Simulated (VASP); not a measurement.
Pt, 2 atoms in the cell. It takes space group Fd-3m (No. 227, cubic). Conventional cell: a = 5.463 Å, b = 5.463 Å, c = 5.463 Å, α = 90.00°, β = 90.00°, γ = 90.00°. Pt (site symmetry -43m) has 4 Pt at 2.37 Å within 3.1 Å. 

```yaml
Program: VASP 6.6.1
Task: relaxation of cell and atoms
Functional: r2SCAN
Potentials_or_basis: VASP PAW PBE potentials, release 64 (Pt)
Cutoff: 600 eV
k_mesh: 10 × 10 × 10
Occupations: fermi-dirac, width 0.1 eV
Spin: no spin polarisation
Dipole_correction: no
Further_INCAR_settings: ALGO = Normal; EDIFF = 1e-06; IBRION = 2; EDIFFG = -0.01; NSW = 80; ISIF = 3
```

Potentials or basis: VASP PAW PBE potentials, release 64 (Pt).

Command:

```sh
$ cat potpaw_PBE.64/Pt/POTCAR > POTCAR
$ cp INCAR.step1 INCAR
$ mpirun -np 1 vasp_std > vasp.out
$ cp INCAR.step2 INCAR
$ mpirun -np 1 vasp_std > vasp.out
```

Hardware: 1 thread of Intel(R) Xeon(R) 6975P-C (Granite Rapids), on a shared host.

Task: How long does it take, and how much memory?

Result: Wall time 3.4 min on 1 thread of Intel(R) Xeon(R) 6975P-C (Granite Rapids), with other jobs on the host, peak memory 0.21 GiB. Counts: k points 47, ion steps 5.
